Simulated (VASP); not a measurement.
A run of VASP 6.6.1:

File INCAR:

```
PREC = Accurate ; ENCUT = 520
EDIFF = 1E-6 ; ISMEAR = 0
SIGMA = 0.05 ; LREAL = Auto
LASPH = T ; NELM = 80
ALGO = Normal ; ISIF = 2
LWAVE = F ; LCHARG = F
GGA = PS ; NBANDS = 30
```

Contents of KPOINTS:

```
Automatic mesh
0
Gamma
  6 8 2
```

The input POSCAR:

```
LiH
1.0
    3.9791438971      0.0000000000      0.0000000000
    0.0000000000      1.9895719486     -1.9895719486
    0.0000000000      7.9582877942      7.9582877942
Li H
8 8
Direct
    0.0000000000      0.0000000000      0.2500000000
    0.5000000000      0.5000000000      0.3750000000
    0.0000000000      0.0000000000      0.5000000000
    0.5000000000      0.5000000000      0.6250000000
    0.0000000000      0.0000000000      0.7500000000
    0.5000000000      0.5000000000      0.8750000000
    0.0000000000      0.0000000000      0.0000000000
    0.5000000000      0.5000000000      0.1250000000
    0.5000000000      0.0000000000      0.2500000000
    0.0000000000      0.5000000000      0.3750000000
    0.5000000000      0.0000000000      0.5000000000
    0.0000000000      0.5000000000      0.6250000000
    0.5000000000      0.0000000000      0.7500000000
    0.0000000000      0.5000000000      0.8750000000
    0.5000000000      0.0000000000      0.0000000000
    0.0000000000      0.5000000000      0.1250000000
```

Potentials or basis: VASP PAW PBE potentials, release 64 (Li_sv, H).

Run with:

```console
$ cat potpaw_PBE.64/Li_sv/POTCAR potpaw_PBE.64/H/POTCAR > POTCAR
$ mpirun -np 1 vasp_std > vasp.out
```

Hardware: 1 thread of Intel(R) Xeon(R) Platinum 8559C (Emerald Rapids), on a shared host.

Task: Estimate the wall time of this run.

Result: Run time: 100 s on 1 thread of Intel(R) Xeon(R) Platinum 8559C (Emerald Rapids), on a shared host, peak memory 0.26 GiB. Counts: scf iterations 14, k points 40.
